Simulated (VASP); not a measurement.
# Hf5C3 (R-3m) in VASP: single point with PBE

Aim: the single point of Hf5C3 with PBE.

All numbers are computed with VASP 6.6.1; they aren't measurements. Logs are shortened: lines on timing, memory, paths and dates and some standing lists are left out, and cuts for length are marked.

## 1. The cell of the first run

The structure is trigonal, space group R-3m (No. 166). Conventional cell: a = 6.728 Å, b = 6.728 Å, c = 10.754 Å, α = 90.00°, β = 90.00°, γ = 120.00°. Within 3.6 Å of Hf (site symmetry 2/m) lie 4 C at 2.64 Å and 10 Hf at 3.08 to 3.57 Å. Hf (site symmetry 3m) has 3 C at 2.03 Å and 1 Hf at 2.39 Å within 2.7 Å. Within 2.7 Å of C (site symmetry 2/m) lie 6 Hf at 2.03 to 2.64 Å.

The cell was generated, and may not be a known phase.

## 2. Single point, PBE

INCAR reads:

```
SYSTEM = Hf5C3
  ALGO = Normal
  EDIFF = 1E-6
  ENCUT = 520
  GGA = PE
  ISIF = 2
  ISMEAR = 0
  LASPH = .True.
  LCHARG = .True.
  LELF = .True.
  LREAL = .False.
  LVHAR = .True.
  LWAVE = .False.
  NBANDS = 41
  NELM = 60
  PREC = Accurate
  SIGMA = 0.2
```

KPOINTS reads:

```
k-points
0
Gamma
  4 4 4
  0 0 0
```

POSCAR reads:

```
Hf5C3
1.0
    3.3640381976      1.9422283590      3.5846673307
   -3.3640381976      1.9422283590      3.5846673307
    0.0000000000     -3.8844567179      3.5846673307
Hf C
5 3
Direct
    0.0000000000      0.0000000000      0.5000000000
    0.5000000000      0.0000000000      0.0000000000
    0.0000000000      0.5000000000      0.0000000000
    0.3889873114      0.3889873114      0.3889873114
    0.6110126886      0.6110126886      0.6110126886
    0.5000000000      0.5000000000      0.0000000000
    0.0000000000      0.5000000000      0.5000000000
    0.5000000000      0.0000000000      0.5000000000
```

Potentials or basis: VASP PAW PBE potentials, release 64 (Hf_pv, C).

Command:

```bash
$ cat potpaw_PBE.64/Hf_pv/POTCAR potpaw_PBE.64/C/POTCAR > POTCAR
$ mpirun -np 1 vasp_std > vasp.out
```

OUTCAR:

```text
SYSTEM = Hf5C3
   EDIFF = 1E-6
   ENCUT = 520
   GGA = PE
   ISIF = 2
   ISMEAR = 0
   LASPH = .True.
   LREAL = .False.
   NELM = 60
   PREC = Accurate

 ion  position               nearest neighbor table
   1  0.000  0.000  0.500-   7 2.64   8 2.64   7 2.64   8 2.64   4 3.08   5 3.08   3 3.36   2 3.36
                             2 3.36   3 3.36   5 3.57   5 3.57   4 3.57   4 3.57
   2  0.500  0.000  0.000-   8 2.64   8 2.64   6 2.64   6 2.64   4 3.08   5 3.08   3 3.36   3 3.36
                             1 3.36   1 3.36   4 3.57   5 3.57   4 3.57   5 3.57
   3  0.000  0.500  0.000-   7 2.64   7 2.64   6 2.64   6 2.64   4 3.08   5 3.08   2 3.36   2 3.36
                             1 3.36   1 3.36   4 3.57   5 3.57   4 3.57   5 3.57
   4  0.389  0.389  0.389-   7 2.03   8 2.03   6 2.03   5 2.39   2 3.08   3 3.08   1 3.08   1 3.57
                             1 3.57   3 3.57   2 3.57   2 3.57   3 3.57
   5  0.611  0.611  0.611-   7 2.03   8 2.03   6 2.03   4 2.39   2 3.08   3 3.08   1 3.08   1 3.57
                             1 3.57   2 3.57   3 3.57   2 3.57   3 3.57
   6  0.500  0.500  0.000-   4 2.03   5 2.03   2 2.64   3 2.64   2 2.64   3 2.64
   7  0.000  0.500  0.500-   4 2.03   5 2.03   3 2.64   3 2.64   1 2.64   1 2.64
   8  0.500  0.000  0.500-   4 2.03   5 2.03   2 2.64   2 2.64   1 2.64   1 2.64

  LATTYP: Found a trigonal (rhomboedric) cell.
 ALAT       =     5.2857207517
 COS(alpha) =     0.1898911029

  Lattice vectors:

 A1 = (   3.3640381976,   1.9422283590,   3.5846673307)
 A2 = (  -3.3640381976,   1.9422283590,   3.5846673307)
 A3 = (   0.0000000000,  -3.8844567179,   3.5846673307)

Analysis of symmetry for initial positions (statically):
=====================================================================
 Subroutine PRICEL returns:
 Original cell was already a primitive cell.

 Routine SETGRP: Setting up the symmetry group for a
 trigonal (rhombohedral) supercell.

 Subroutine GETGRP returns: Found 12 space group operations
 (whereof 12 operations were pure point group operations)
 out of a pool of 12 trial point group operations.

The static configuration has the point symmetry D_3d.

Analysis of symmetry for dynamics (positions and initial velocities):
=====================================================================
 Subroutine PRICEL returns:
 Original cell was already a primitive cell.

 Routine SETGRP: Setting up the symmetry group for a
 trigonal (rhombohedral) supercell.

 Subroutine GETGRP returns: Found 12 space group operations
 (whereof 12 operations were pure point group operations)
 out of a pool of 12 trial point group operations.

The dynamic configuration has the point symmetry D_3d.

 Subroutine INISYM returns: Found 12 space group operations
 (whereof 12 operations are pure point group operations),
 and found     1 'primitive' translations

----------------------------------------------------------------------------------------

                                     Primitive cell

  volume of cell :     140.5275

  direct lattice vectors                    reciprocal lattice vectors
     3.364038198  1.942228359  3.584667331     0.148630893  0.085812086  0.092988638
    -3.364038198  1.942228359  3.584667331    -0.148630893  0.085812086  0.092988638
     0.000000000 -3.884456718  3.584667331     0.000000000 -0.171624172  0.092988638

  length of vectors
     5.285720752  5.285720752  5.285720752     0.195196678  0.195196678  0.195196678

  position of ions in fractional coordinates (direct lattice)
     0.000000000  0.000000000  0.500000000
     0.500000000  1.000000000  0.000000000
     1.000000000  0.500000000  0.000000000
     0.388987311  0.388987311  0.388987311
     0.611012689  0.611012689  0.611012689
     0.500000000  0.500000000  0.000000000
     1.000000000  0.500000000  0.500000000
     0.500000000  1.000000000  0.500000000

  ion indices of the primitive-cell ions
   primitive index   ion index
                 1           1
                 2           2
                 3           3
                 4           4
                 5           5
                 6           6
                 7           7
                 8           8

----------------------------------------------------------------------------------------

 KPOINTS: k-points

Automatic generation of k-mesh.
 Grid dimensions read from file:
 generate k-points for:    4    4    4

 Generating k-lattice:

  Cartesian coordinates                     Fractional coordinates (reciprocal lattice)
     0.037157723  0.021453021  0.023247160     0.250000000 -0.000000000  0.000000000
    -0.037157723  0.021453021  0.023247160    -0.000000000  0.250000000  0.000000000
     0.000000000 -0.042906043  0.023247160     0.000000000  0.000000000  0.250000000

  Length of vectors
     0.048799170  0.048799170  0.048799170

  Shift w.r.t. Gamma in fractional coordinates (k-lattice)
     0.000000000  0.000000000  0.000000000

 Subroutine IBZKPT returns following result:
 ===========================================

 Found     13 irreducible k-points:

 Following reciprocal coordinates:
            Coordinates               Weight
  0.000000  0.000000  0.000000      1.000000
  0.250000  0.000000  0.000000      6.000000
  0.500000  0.000000  0.000000      3.000000
  0.250000  0.250000  0.000000      6.000000
  0.500000  0.250000  0.000000     12.000000
 -0.250000  0.250000  0.000000      6.000000
  0.500000  0.500000  0.000000      3.000000
  0.250000  0.250000  0.250000      2.000000
  0.500000  0.250000  0.250000      6.000000
 -0.250000  0.250000  0.250000      6.000000
  0.500000  0.500000  0.250000      6.000000
 -0.250000  0.500000  0.250000      6.000000
  0.500000  0.500000  0.500000      1.000000
   k-points           NKPTS =     13   k-points in BZ     NKDIM =     13   number of bands    NBANDS=     41
   number of dos      NEDOS =    301   number of ions     NIONS =      8
   total plane-waves  NPLWV =  64000
   dimension x,y,z NGX =    40 NGY =   40 NGZ =   40
   dimension x,y,z NGXF=    80 NGYF=   80 NGZF=   80
   ions per type =               5   3
   NGX,Y,Z   is equivalent  to a cutoff of  12.58, 12.58, 12.58 a.u.
   NGXF,Y,Z  is equivalent  to a cutoff of  25.16, 25.16, 25.16 a.u.
 SYSTEM =  Hf5C3
   PREC   = accura    normal or accurate (medium, high low for compatibility)
   ISTART =      0    job   : 0-new  1-cont  2-samecut
   ICHARG =      2    charge: 1-file 2-atom 10-const
   ISPIN  =      1    spin polarized calculation?
   LNONCOLLINEAR =      F non collinear calculations
   LSORBIT =      F    spin-orbit coupling
   LASPH  =      T    aspherical Exc in radial PAW
   ENCUT  =  520.0 eV  38.22 Ry    6.18 a.u.   9.83  9.83  9.83*2*pi/ulx,y,z
   NELM   =     60;   NELMIN=  2; NELMDL= -5     # of ELM steps
   EDIFF  = 0.1E-05   stopping-criterion for ELM
   LREAL  =      F    real-space projection
   EDIFFG = 0.1E-04   stopping-criterion for IOM
   NSW    =      0    number of steps for IOM
   IBRION =     -1    ionic relax: 0-MD 1-quasi-New 2-CG
   NFREE  =      0    steps in history (QN), initial steepest desc. (CG)
   ISIF   =      2    stress and relaxation
   ISYM   =      2    0-nonsym 1-usesym 2-fastsym
   POTIM  = 0.5000    time-step for ionic-motion
   TEBEG  =    0.0;   TEEND  =   0.0 temperature during run
   PSTRESS=    0.0 pullay stress
   NELECT =      62.0000    total number of electrons
   NUPDOWN=      -1.0000    fix difference up-down
   EMIN   =  10.00;   EMAX   =-10.00  energy-range for DOS
   EFERMI =   0.00;   METHOD = LEGACY
   ISMEAR =     0;   SIGMA  =   0.20  broadening in eV -4-tet -1-fermi 0-gaus
   EFERMI_NEDOS =   21; number of points for ismear=-14 and -15
   IALGO  =     38    algorithm
   IMIX   =      4    mixing-type and parameters
     AMIX     =   0.40;   BMIX     =  1.00
     AMIX_MAG =   1.60;   BMIX_MAG =  1.00
  volume/ion in A,a.u.               =      17.57       118.54
  Fermi-wavevector in a.u.,A,eV,Ry     =   1.246288  2.355142 21.133016  1.553233
  Thomas-Fermi vector in A             =   2.380472
   LORBIT       =      0    0 simple, 1 ext, 2 COOP (PROOUT), +10 PAW based schemes
   GGA     = PE    functional components
   LHFCALC =     F    Hartree Fock is set to
   AEXX    =    0.0000 exact exchange contribution
   IVDW    =     0    specifies the selected vdW correction
   LEPSILON=     F    determine dielectric tensor
   LRPA    =     F    only Hartree local field effects (RPA)
 non-spin polarized calculation
 Gauss-broadening in eV      SIGMA  =   0.20
  energy-cutoff  :      520.00
  volume of cell :      140.53
 maximum number of plane-waves:      3811
   NGX = 19   NGY = 19   NGZ = 19

 number of electron      62.0000010 magnetization

 Free energy of the ion-electron system (eV)
  ---------------------------------------------------
  ext. energy  EPLUGINS =         0.00000000
  ---------------------------------------------------
  free energy    TOTEN  =       -74.39170169 eV

  energy without entropy =      -74.29413980  energy(sigma->0) =      -74.34292075

 E-fermi :   4.4699     XC(G=0): -11.0240

 val. band max:        4.4599429505   @ k =  -0.2500   0.2500   0.0000
 cond. band min:       4.5316293548   @ k =  -0.2500   0.2500   0.2500
 fundamental gap:      0.0716864043
 Fermi energy:         4.4698543578

 k-point     1 :       0.0000    0.0000    0.0000
  band No.  band energies     occupation
      1     -26.9766      2.00000
      2     -26.9594      2.00000
      3     -26.9594      2.00000
      4     -26.8993      2.00000
      5     -26.8993      2.00000
      6     -26.8858      2.00000
[... 33 lines left out ...]
     40       7.7971      0.00000
     41       8.1944      0.00000

 k-point     2 :       0.2500    0.0000    0.0000
  band No.  band energies     occupation
      1     -26.9656      2.00000
      2     -26.9482      2.00000
      3     -26.9434      2.00000
      4     -26.9159      2.00000
      5     -26.8986      2.00000
      6     -26.8803      2.00000
[... 33 lines left out ...]
     40       7.2404      0.00000
     41       7.6878      0.00000

 k-point     3 :       0.5000    0.0000    0.0000
  band No.  band energies     occupation
      1     -26.9630      2.00000
      2     -26.9380      2.00000
      3     -26.9293      2.00000
      4     -26.9270      2.00000
      5     -26.8850      2.00000
      6     -26.8572      2.00000
[... 33 lines left out ...]
     40       7.5234      0.00000
     41       7.6313      0.00000

 k-point     4 :       0.2500    0.2500    0.0000
  band No.  band energies     occupation
      1     -26.9696      2.00000
      2     -26.9472      2.00000
      3     -26.9363      2.00000
      4     -26.9248      2.00000
      5     -26.9163      2.00000
      6     -26.8941      2.00000
[... 341 lines left out ...]
     40       7.6465      0.00000
     41       7.9776      0.00000

 k-point    12 :      -0.2500    0.5000    0.2500
  band No.  band energies     occupation
      1     -26.9718      2.00000
      2     -26.9320      2.00000
      3     -26.9241      2.00000
      4     -26.9104      2.00000
      5     -26.9030      2.00000
      6     -26.8529      2.00000
[... 33 lines left out ...]
     40       7.4383      0.00000
     41       7.6238      0.00000

 k-point    13 :       0.5000    0.5000    0.5000
  band No.  band energies     occupation
      1     -27.0069      2.00000
      2     -26.9578      2.00000
      3     -26.9578      2.00000
      4     -26.9046      2.00000
      5     -26.9012      2.00000
      6     -26.9012      2.00000
[... 33 lines left out ...]
     40       7.4870      0.00000
     41       7.6277      0.00000

------------------------ aborting loop because EDIFF is reached ----------------------------------------

  FORCE on cell =-STRESS in cart. coord.  units (eV):
  Direction    XX          YY          ZZ          XY          YZ          ZX
  --------------------------------------------------------------------------------------
  -------------------------------------------------------------------------------------
  Total        0.0770631      0.0770631     -0.9514204     -0.0000000     -0.0000000      0.0000000
  in kB        0.8786087      0.8786087    -10.8473017     -0.0000000     -0.0000000      0.0000000
  external PRESSURE =      -3.0300281 kB  Pullay stress =       0.0000000 kB

 VOLUME and BASIS-vectors are now :
 -----------------------------------------------------------------------------
  energy-cutoff  :      520.00
  volume of cell :      140.53
      direct lattice vectors                 reciprocal lattice vectors
     3.364038198  1.942228359  3.584667331     0.148630893  0.085812086  0.092988638
    -3.364038198  1.942228359  3.584667331    -0.148630893  0.085812086  0.092988638
     0.000000000 -3.884456718  3.584667331     0.000000000 -0.171624172  0.092988638

 POSITION                                       TOTAL-FORCE (eV/Angst)
 -----------------------------------------------------------------------------------
      0.00000     -1.94223      1.79233        -0.000000      0.000000      0.000000
      1.68202      0.97111      1.79233        -0.000000      0.000000     -0.000000
     -1.68202      0.97111      1.79233        -0.000000      0.000000      0.000000
      0.00000      0.00000      4.18317        -0.000000      0.000000      0.150458
      0.00000      0.00000      6.57083        -0.000000     -0.000000     -0.150458
      0.00000      1.94223      3.58467         0.000000      0.000000      0.000000
     -1.68202     -0.97111      3.58467        -0.000000      0.000000      0.000000
      1.68202     -0.97111      3.58467         0.000000      0.000000      0.000000
 -----------------------------------------------------------------------------------
    total drift:                               -0.000000      0.000000      0.000000

  FREE ENERGIE OF THE ION-ELECTRON SYSTEM (eV)
  ---------------------------------------------------
  free  energy   TOTEN  =       -74.3917016907 eV

  energy  without entropy=      -74.2941398017  energy(sigma->0) =      -74.34292075
```

It took 2.4 min on 1 thread of Intel Xeon 8259CL, shared host; peak memory 0.26 GiB.

Results:

| Item | Value |
| --- | --- |
| Free energy | -74.3917 eV |
| Pressure | -0.3 GPa |
| Largest force | 0.150 eV/Å |
| Band gap on the k mesh | zero (bands 31 and 32 overlap by 0.33 eV) |

Forces on the atoms (eV/Å):
```
Hf   0.000  0.000  0.000
Hf   0.000  0.000  0.000
Hf   0.000  0.000  0.000
Hf   0.000  0.000  0.150
Hf   0.000  0.000 -0.150
C    0.000  0.000  0.000
C    0.000  0.000  0.000
C    0.000  0.000  0.000
```

Levels at points of the mesh, in eV from the Fermi level:
| k point | band 29 | band 30 | band 31 | band 32 | band 33 | band 34 |
| --- | --- | --- | --- | --- | --- | --- |
| (0.00, 0.00, 0.00) | -1.14 | -1.14 | -0.36 | -0.24 | 0.71 | 0.71 |
| (0.50, 0.00, 0.00) | -1.10 | -0.84 | -0.34 | -0.27 | 1.01 | 1.04 |
| (0.50, 0.50, 0.00) | -1.19 | -0.77 | -0.61 | 0.17 | 0.37 | 1.72 |
| (0.50, 0.50, 0.50) | -0.48 | -0.48 | -0.29 | 0.29 | 0.30 | 0.30 |

Caveat: spin-orbit coupling is left out, which moves the levels of the heavy elements.

The gap in the log of VASP goes by the Fermi energy; the results here count the filled bands.